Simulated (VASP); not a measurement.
# Zr (P6_3/mmc) in VASP: further runs

Runs on Zr. Level: PBE. Tasks: single point, relaxation of cell and atoms.

Everything below comes from runs of VASP 6.6.1. Logs are shortened: lines on timing, memory, paths and dates and some standing lists are left out, and cuts for length are marked.

### 1 The cell of the first run

Symmetry: P6_3/mmc, No. 194, hexagonal system. Conventional cell: a = 3.234 Å, b = 3.234 Å, c = 5.163 Å, α = 90.00°, β = 90.00°, γ = 120.00°. Within 4.2 Å of Zr (site symmetry -6m2) lie 12 Zr at 3.19 to 3.23 Å.

### 2 Single point, PBE

INCAR

```
  PREC = Accurate
  ENCUT = 520
  EDIFF = 1E-6
  ISMEAR = 0
  SIGMA = 0.05
  LREAL = F
  LASPH = T
  NELM = 60
  ALGO = Fast
  ISIF = 2
  LWAVE = F
  LCHARG = F
  GGA = PE
  NBANDS = 19
```

KPOINTS

```
regular mesh
0
Gamma
  16 16 8
```

POSCAR

```
Zr
1.0
    3.2341067850      0.0000000000      0.0000000000
   -1.6170533925      2.8008186344      0.0000000000
    0.0000000000      0.0000000000      5.1630721713
Zr
2
Direct
    0.3333333333      0.6666666667      0.7500000000
    0.6666666667      0.3333333333      0.2500000000
```

Potentials or basis: VASP PAW PBE potentials, release 64 (Zr_sv).

Launch:

```bash
$ cat potpaw_PBE.64/Zr_sv/POTCAR > POTCAR
$ mpirun -np 1 vasp_std > vasp.out
```

OUTCAR:

```text
PREC = Accurate
   ENCUT = 520
   EDIFF = 1E-6
   ISMEAR = 0
   LREAL = F
   LASPH = T
   NELM = 60
   ISIF = 2
   GGA = PE

 ion  position               nearest neighbor table
   1  0.333  0.667  0.750-   2 3.19   2 3.19   2 3.19   2 3.19   2 3.19   2 3.19
   2  0.667  0.333  0.250-   1 3.19   1 3.19   1 3.19   1 3.19   1 3.19   1 3.19

  LATTYP: Found a hexagonal cell.
 ALAT       =     3.2341067850
 C/A-ratio  =     1.5964445563

  Lattice vectors:

 A1 = (   3.2341067850,   0.0000000000,   0.0000000000)
 A2 = (  -1.6170533925,   2.8008186344,   0.0000000000)
 A3 = (   0.0000000000,   0.0000000000,   5.1630721713)

Analysis of symmetry for initial positions (statically):
=====================================================================
 Subroutine PRICEL returns:
 Original cell was already a primitive cell.

 Routine SETGRP: Setting up the symmetry group for a
 hexagonal supercell.

 Subroutine GETGRP returns: Found 24 space group operations
 (whereof 12 operations were pure point group operations)
 out of a pool of 24 trial point group operations.

The static configuration has the point symmetry D_3d.
 The point group associated with its full space group is D_6h.

Analysis of symmetry for dynamics (positions and initial velocities):
=====================================================================
 Subroutine PRICEL returns:
 Original cell was already a primitive cell.

 Routine SETGRP: Setting up the symmetry group for a
 hexagonal supercell.

 Subroutine GETGRP returns: Found 24 space group operations
 (whereof 12 operations were pure point group operations)
 out of a pool of 24 trial point group operations.

The dynamic configuration has the point symmetry D_3d.
 The point group associated with its full space group is D_6h.

 Subroutine INISYM returns: Found 24 space group operations
 (whereof 12 operations are pure point group operations),
 and found     1 'primitive' translations

----------------------------------------------------------------------------------------

                                     Primitive cell

  volume of cell :      46.7679

  direct lattice vectors                    reciprocal lattice vectors
     3.234106785  0.000000000  0.000000000     0.309204385  0.178519235  0.000000000
    -1.617053392  2.800818634  0.000000000     0.000000000  0.357038470  0.000000000
     0.000000000  0.000000000  5.163072171     0.000000000  0.000000000  0.193683134

  length of vectors
     3.234106785  3.234106785  5.163072171     0.357038470  0.357038470  0.193683134

  position of ions in fractional coordinates (direct lattice)
     0.333333333  0.666666667  0.750000000
     0.666666667  0.333333333  0.250000000

  ion indices of the primitive-cell ions
   primitive index   ion index
                 1           1
                 2           2

----------------------------------------------------------------------------------------

 KPOINTS: regular mesh

Automatic generation of k-mesh.
 Grid dimensions read from file:
 generate k-points for:   16   16    8

 Generating k-lattice:

  Cartesian coordinates                     Fractional coordinates (reciprocal lattice)
     0.019325274  0.011157452  0.000000000     0.062500000  0.000000000  0.000000000
     0.000000000  0.022314904  0.000000000     0.000000000  0.062500000  0.000000000
     0.000000000  0.000000000  0.024210392     0.000000000  0.000000000  0.125000000

  Length of vectors
     0.022314904  0.022314904  0.024210392

  Shift w.r.t. Gamma in fractional coordinates (k-lattice)
     0.000000000  0.000000000  0.000000000

 Subroutine IBZKPT returns following result:
 ===========================================

 Found    150 irreducible k-points:

 Following reciprocal coordinates:
            Coordinates               Weight
  0.000000  0.000000  0.000000      1.000000
  0.062500  0.000000  0.000000      6.000000
  0.125000  0.000000  0.000000      6.000000
  0.187500  0.000000  0.000000      6.000000
  0.250000  0.000000  0.000000      6.000000
  0.312500  0.000000  0.000000      6.000000
[... 16 lines left out ...]
  0.187500  0.187500  0.000000      6.000000
  0.250000  0.187500  0.000000     12.000000
 [... further k-points ...]
   k-points           NKPTS =    150   k-points in BZ     NKDIM =    150   number of bands    NBANDS=     19
   number of dos      NEDOS =    301   number of ions     NIONS =      2
   total plane-waves  NPLWV =  23040
   dimension x,y,z NGX =    24 NGY =   24 NGZ =   40
   dimension x,y,z NGXF=    48 NGYF=   48 NGZF=   80
   ions per type =               2
   NGX,Y,Z   is equivalent  to a cutoff of  12.34, 12.34, 12.88 a.u.
   NGXF,Y,Z  is equivalent  to a cutoff of  24.67, 24.67, 25.76 a.u.
 SYSTEM =  unknown system
   PREC   = accura    normal or accurate (medium, high low for compatibility)
   ISTART =      0    job   : 0-new  1-cont  2-samecut
   ICHARG =      2    charge: 1-file 2-atom 10-const
   ISPIN  =      1    spin polarized calculation?
   LNONCOLLINEAR =      F non collinear calculations
   LSORBIT =      F    spin-orbit coupling
   LASPH  =      T    aspherical Exc in radial PAW
   ENCUT  =  520.0 eV  38.22 Ry    6.18 a.u.   6.01  6.01  9.60*2*pi/ulx,y,z
   NELM   =     60;   NELMIN=  2; NELMDL= -5     # of ELM steps
   EDIFF  = 0.1E-05   stopping-criterion for ELM
   LREAL  =      F    real-space projection
   EDIFFG = 0.1E-04   stopping-criterion for IOM
   NSW    =      0    number of steps for IOM
   IBRION =     -1    ionic relax: 0-MD 1-quasi-New 2-CG
   NFREE  =      0    steps in history (QN), initial steepest desc. (CG)
   ISIF   =      2    stress and relaxation
   ISYM   =      2    0-nonsym 1-usesym 2-fastsym
   POTIM  = 0.5000    time-step for ionic-motion
   TEBEG  =    0.0;   TEEND  =   0.0 temperature during run
   PSTRESS=    0.0 pullay stress
   NELECT =      24.0000    total number of electrons
   NUPDOWN=      -1.0000    fix difference up-down
   EMIN   =  10.00;   EMAX   =-10.00  energy-range for DOS
   EFERMI =   0.00;   METHOD = LEGACY
   ISMEAR =     0;   SIGMA  =   0.05  broadening in eV -4-tet -1-fermi 0-gaus
   EFERMI_NEDOS =   21; number of points for ismear=-14 and -15
   IALGO  =     68    algorithm
   IMIX   =      4    mixing-type and parameters
     AMIX     =   0.40;   BMIX     =  1.00
     AMIX_MAG =   1.60;   BMIX_MAG =  1.00
  volume/ion in A,a.u.               =      23.38       157.80
  Fermi-wavevector in a.u.,A,eV,Ry     =   1.310678  2.476823 23.373139  1.717877
  Thomas-Fermi vector in A             =   2.441192
   LORBIT       =      0    0 simple, 1 ext, 2 COOP (PROOUT), +10 PAW based schemes
   GGA     = PE    functional components
   LHFCALC =     F    Hartree Fock is set to
   AEXX    =    0.0000 exact exchange contribution
   IVDW    =     0    specifies the selected vdW correction
   LEPSILON=     F    determine dielectric tensor
   LRPA    =     F    only Hartree local field effects (RPA)
 non-spin polarized calculation
 RMM-DIIS sequential band-by-band and
 Gauss-broadening in eV      SIGMA  =   0.05
  energy-cutoff  :      520.00
  volume of cell :       46.77
 maximum number of plane-waves:      1284
   NGX = 13   NGY = 13   NGZ = 19

 number of electron      24.0000000 magnetization

 Free energy of the ion-electron system (eV)
  ---------------------------------------------------
  ext. energy  EPLUGINS =         0.00000000
  ---------------------------------------------------
  free energy    TOTEN  =       -17.04373004 eV

  energy without entropy =      -17.04176515  energy(sigma->0) =      -17.04274759

 E-fermi :   8.9709     XC(G=0): -11.0620

 val. band max:        8.9090091154   @ k =   0.1250   0.0625   0.2500
 cond. band min:       8.9775065823   @ k =   0.2500   0.1875   0.5000
 fundamental gap:      0.0684974668
 Fermi energy:         8.9708849370

 k-point     1 :       0.0000    0.0000    0.0000
  band No.  band energies     occupation
      1     -39.9017      2.00000
      2     -39.7515      2.00000
      3     -18.4178      2.00000
      4     -17.5551      2.00000
      5     -17.5551      2.00000
      6     -17.4304      2.00000
[... 11 lines left out ...]
     18      11.0884      0.00000
     19      13.3574      0.00000

 k-point     2 :       0.0625    0.0000    0.0000
  band No.  band energies     occupation
      1     -39.8973      2.00000
      2     -39.7496      2.00000
      3     -18.4060      2.00000
      4     -17.5815      2.00000
      5     -17.5638      2.00000
      6     -17.4447      2.00000
[... 11 lines left out ...]
     18      10.9909      0.00000
     19      13.4322      0.00000

 k-point     3 :       0.1250    0.0000    0.0000
  band No.  band energies     occupation
      1     -39.8847      2.00000
      2     -39.7444      2.00000
      3     -18.3715      2.00000
      4     -17.6565      2.00000
      5     -17.5879      2.00000
      6     -17.5216      2.00000
[... 11 lines left out ...]
     18      10.8715      0.00000
     19      13.6005      0.00000

 k-point     4 :       0.1875    0.0000    0.0000
  band No.  band energies     occupation
      1     -39.8652      2.00000
      2     -39.7371      2.00000
      3     -18.3169      2.00000
      4     -17.7687      2.00000
      5     -17.6335      2.00000
      6     -17.6228      2.00000
[... 11 lines left out ...]
     18      11.3215      0.00000
     19      13.7924      0.00000

 k-point     5 :       0.2500    0.0000    0.0000
  band No.  band energies     occupation
      1     -39.8414      2.00000
      2     -39.7292      2.00000
      3     -18.2467      2.00000
      4     -17.9009      2.00000
      5     -17.7608      2.00000
      6     -17.6625      2.00000
[... 11 lines left out ...]
     18      11.9124      0.00000
     19      13.9567      0.00000
[... 334 lines left out ...]
      2     -39.7188      2.00000
      3     -18.1892      2.00000
      4     -18.0322      2.00000
      5     -17.9947      2.00000
      6     -17.8039      2.00000
[... 11 lines left out ...]
     18      13.9646      0.00000
     19      14.7975      0.00000

 k-point    22 :       0.4375    0.1250    0.0000
  band No.  band energies     occupation
      1     -39.7615      2.00000
      2     -39.7198      2.00000
      3     -18.2126      2.00000
      4     -18.0467      2.00000
      5     -17.9654      2.00000
      6     -17.8167      2.00000
[... 11 lines left out ...]
     18      13.9709      0.00000
     19      15.2215      0.00000

 k-point    23 :       0.1875    0.1875    0.0000
  band No.  band energies     occupation
      1     -39.8100      2.00000
      2     -39.7215      2.00000
      3     -18.1476      2.00000
      4     -17.9631      2.00000
      5     -17.9562      2.00000
      6     -17.6998      2.00000
[... 11 lines left out ...]
     18      13.2317      0.00000
     19      13.8268      0.00000

 k-point    24 :       0.2500    0.1875    0.0000
  band No.  band energies     occupation
      1     -39.7879      2.00000
      2     -39.7185      2.00000
      3     -18.0708      2.00000
      4     -18.0613      2.00000
      5     -17.9960      2.00000
      6     -17.7619      2.00000
[... 11 lines left out ...]
     18      13.8151      0.00000
     19      14.0538      0.00000

 [... further k-points ...]

------------------------ aborting loop because EDIFF is reached ----------------------------------------

  FORCE on cell =-STRESS in cart. coord.  units (eV):
  Direction    XX          YY          ZZ          XY          YZ          ZX
  --------------------------------------------------------------------------------------
  -------------------------------------------------------------------------------------
  Total        0.0037194      0.0037194      0.0065128      0.0000000      0.0000000      0.0000000
  in kB        0.1274200      0.1274200      0.2231164      0.0000000      0.0000000      0.0000000
  external PRESSURE =       0.1593188 kB  Pullay stress =       0.0000000 kB

 VOLUME and BASIS-vectors are now :
 -----------------------------------------------------------------------------
  energy-cutoff  :      520.00
  volume of cell :       46.77
      direct lattice vectors                 reciprocal lattice vectors
     3.234106785  0.000000000  0.000000000     0.309204385  0.178519235  0.000000000
    -1.617053392  2.800818634  0.000000000     0.000000000  0.357038470  0.000000000
     0.000000000  0.000000000  5.163072171     0.000000000  0.000000000  0.193683134

 POSITION                                       TOTAL-FORCE (eV/Angst)
 -----------------------------------------------------------------------------------
     -0.00000      1.86721      3.87230        -0.000000      0.000000      0.000000
      1.61705      0.93361      1.29077         0.000000      0.000000      0.000000
 -----------------------------------------------------------------------------------
    total drift:                                0.000000     -0.000000      0.000000

  FREE ENERGIE OF THE ION-ELECTRON SYSTEM (eV)
  ---------------------------------------------------
  free  energy   TOTEN  =       -17.0437300357 eV

  energy  without entropy=      -17.0417651507  energy(sigma->0) =      -17.04274759
```

Run time: 2 min. Hardware: 1 thread of Intel Xeon Platinum 8488C (Sapphire Rapids), shared host; peak memory 0.22 GiB.

Results:

| Item | Value |
| --- | --- |
| Free energy | -17.0437 eV |
| Pressure | 0.0 GPa |
| Band gap on the k mesh | zero (bands 12 and 13 overlap by 1.22 eV) |

(Part 1 of 2 ends here.)
